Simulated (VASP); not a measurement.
Input of a VASP 6.6.1 run:

The input INCAR:

```
SYSTEM = Ni
ALGO     = Normal         ! electronic algorithm
EDIFF    = 1E-6           ! SCF threshold, eV
ENCUT    = 520            ! plane-wave cutoff, eV
GGA      = PE             ! functional
ISIF     = 2              ! what is computed and relaxed
ISMEAR   = -1             ! smearing method
LASPH    = .TRUE.         ! aspherical terms in the spheres
LCHARG   = .FALSE.        ! write CHGCAR
LREAL    = .FALSE.        ! projectors in reciprocal space
LWAVE    = .FALSE.        ! write WAVECAR
NBANDS   = 11             ! bands
NELM     = 60             ! most SCF steps
PREC     = Accurate       ! precision mode
SIGMA    = 0.1            ! smearing width, eV
```

Contents of KPOINTS:

```
k-points
0
G
  15 15 15
  0 0 0
```

POSCAR

```
Ni
1.0
    0.0000000000      1.7572466595      1.7572466595
    1.7572466595      0.0000000000      1.7572466595
    1.7572466595      1.7572466595      0.0000000000
Ni
1
Direct
    0.0000000000      0.0000000000      0.0000000000
```

Potentials or basis: VASP PAW PBE potentials, release 64 (Ni).

The run is started by

```bash
$ cat potpaw_PBE.64/Ni/POTCAR > POTCAR
$ mpirun -np 1 vasp_std > vasp.out
```

**Question.** Predict the pressure.

**Answer.** 0.0 GPa.

**Question.** Predict the band gap on the k mesh.

**Answer.** Zero (band 5 reaches 9.38 eV, above the bottom of band 6 at 8.43 eV).

Caveat: the run has no spin polarisation, though such a crystal can be magnetic. Spin polarisation is off, so any magnetic state and its effect on volume and gap are missing.
